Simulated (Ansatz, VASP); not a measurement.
# Co: VASP beside Ansatz

```xyz
2
Lattice="2.4584 0.0000 0.0000 -1.2292 2.1290 0.0000 0.0000 0.0000 3.9607" Properties=species:S:1:pos:R:3 pbc="T T T"
Co    0.0000    1.4194    0.9902
Co    1.2292    0.7097    2.9705
```

Alike in both runs: task single point; functional PBE; k mesh 15 × 15 × 8; no spin polarisation.

|  | VASP | Ansatz |
| --- | --- | --- |
| version | VASP 6.6.1 | Ansatz 0.2.0 |
| potentials or method | VASP PAW PBE potentials, release 64 (Co), cutoff 520 eV | plane waves (420 eV) with PAW, scalar-relativistic |
| occupations | methfessel-paxton of order 1, width 1 eV | cold, width 1 eV |
| valence electrons in the cell | 18 | 34 |

```tsv
	VASP	Ansatz	Ansatz less VASP
pressure (GPa)	-0.1	-3.2	-3.10
traceless stress, the component that is largest in VASP (GPa)	-0.72	-1.36	-0.643
```

VASP's potentials hold 18 valence electrons a cell and Ansatz's 34, so a difference there can come from the potentials and not from the codes.
